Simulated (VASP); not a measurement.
Input of a VASP 6.6.1 run:

The input INCAR:

```
SYSTEM = CdS
  ALGO = Normal
  EDIFF = 1E-6
  ENCUT = 520
  ISIF = 2
  ISMEAR = 0
  LASPH = .TRUE.
  LCHARG = .FALSE.
  LREAL = .FALSE.
  LWAVE = .FALSE.
  NBANDS = 16
  NELM = 80
  PREC = Accurate
  SIGMA = 0.1
```

File KPOINTS:

```
k-points
0
G
  6 6 6
  0 0 0
```

POSCAR

```
CdS
1.0
    0.0000000000      2.8770830059      2.8770830059
    2.8770830059      0.0000000000      2.8770830059
    2.8770830059      2.8770830059      0.0000000000
Cd S
1 1
Direct
    0.0000000000      0.0000000000      0.0000000000
    0.2500000000      0.2500000000      0.2500000000
```

Potentials or basis: VASP PAW LDA potentials, release 64 (Cd, S).

Command:

```console
$ cat potpaw_LDA.64/Cd/POTCAR potpaw_LDA.64/S/POTCAR > POTCAR
$ mpirun -np 1 vasp_std > vasp.out
```

Question: Predict the band gap on the k mesh.

Answer: 0.98 eV, direct.

Question: What does it give for the pressure?

Answer: 0.7 GPa.

Expect the measured gap to be larger: semilocal functionals such as LDA lack the derivative discontinuity.
